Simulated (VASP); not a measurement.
Wanted: the native input for a VASP 6.6.1 run.

```
Task                   : single point
Functional             : PBE
Potentials or basis    : VASP PAW PBE potentials, release 64 (Mg, S)
Cutoff                 : 520 eV
k mesh                 : 6 × 6 × 6
Occupations            : gaussian, width 0.01 eV
Spin                   : no spin polarisation
Dipole correction      : no
Further INCAR settings : ALGO = Normal; EDIFF = 1e-06; NBANDS = 11
```

The structure of MgS (Niningerite) lies in POSCAR:

```
MgS
1.0
    0.0000000000      2.5575457170      2.5575457170
    2.5575457170      0.0000000000      2.5575457170
    2.5575457170      2.5575457170      0.0000000000
Mg S
1 1
Direct
    0.0000000000      0.0000000000      0.0000000000
    0.5000000000      0.5000000000      0.5000000000
```

These files were run (other wordings do the same):

INCAR

```
PREC = Accurate
ENCUT = 520
EDIFF = 1E-6
ISMEAR = 0
SIGMA = 0.01
LREAL = False
LASPH = True
NELM = 60
ALGO = Normal
ISIF = 2
LWAVE = False
LCHARG = True
GGA = PE
LELF = True
LVHAR = True
NBANDS = 11
```

KPOINTS

```
regular mesh
0
Gamma
  6 6 6
```

Potentials or basis: VASP PAW PBE potentials, release 64 (Mg, S).

Command:

```console
$ cat potpaw_PBE.64/Mg/POTCAR potpaw_PBE.64/S/POTCAR > POTCAR
$ mpirun -np 1 vasp_std > vasp.out
```

It gave:

* Pressure: 5.3 GPa
* Band gap on the k mesh: 2.88 eV, indirect (least direct gap 4.13 eV)

Wall time 4.9 s on 1 thread of Intel Xeon 6975P-C, with other jobs on the host, peak memory 0.15 GiB.
